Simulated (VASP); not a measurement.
**ScInS3: single point with PBE**

Crystal: ScInS3.

```xyz
5
Lattice="4.5105 0.0000 0.0000 0.0000 4.5105 0.0000 0.0000 0.0000 6.3140" Properties=species:S:1:pos:R:3 pbc="T T T"
Sc    2.2553    2.2553    3.0126
In    0.0000    0.0000    0.4730
S     2.2553    0.0000    1.7491
S     0.0000    2.2553    1.7491
S     0.0000    0.0000    4.3839
```

The cell was built from a structure type or drawn by symmetry, and may not be a known phase.

```yaml
Program: VASP 6.6.1
Task: single point
Functional: PBE
Potentials_or_basis: VASP PAW PBE potentials, release 64 (Sc_sv, In_d, S)
Cutoff: 520 eV
k_mesh: 8 × 8 × 6
Occupations: gaussian, width 0.1 eV
Spin: no spin polarisation
```

```
Pressure               : 0.0 GPa
Largest force          : 0.028 eV/Å
Band gap on the k mesh : zero (bands 21 and 22 overlap by 0.03 eV)
```

Forces in eV/Å, atoms in the order of the input:
```
Sc   0.000  0.000  0.028
In   0.000  0.000 -0.026
S    0.000  0.000 -0.010
S    0.000  0.000 -0.010
S    0.000  0.000  0.018
```

Stress tensor (GPa, compression positive):
```
 0.03  0.00  0.00
 0.00  0.03  0.00
 0.00  0.00 -0.06
```

Levels at points of the mesh, in eV from the Fermi level:
```csv
k point,band 19,band 20,band 21,band 22,band 23,band 24
"(0.00, 0.00, 0.00)",-1.74,-0.87,-0.87,-0.10,0.94,1.19
"(0.50, 0.00, 0.00)",-2.26,-1.51,-1.14,0.84,0.92,1.49
"(0.50, 0.50, 0.00)",-2.35,-1.59,-0.07,0.85,1.41,1.49
"(0.00, 0.00, 0.50)",-1.70,-1.36,-1.36,0.77,0.94,1.73
"(0.50, 0.00, 0.50)",-2.28,-1.64,-1.45,0.95,1.03,1.81
"(0.50, 0.50, 0.50)",-1.51,-1.51,-0.07,0.19,0.95,1.50
```

Wall time 3.2 min on 1 thread of Intel(R) Xeon(R) Platinum 8259CL CPU @ 2.50GHz (Skylake/Cascade Lake), with other jobs on the host, peak memory 0.38 GiB.

Caveat: spin-orbit coupling is left out, which moves the levels of the heavy elements.
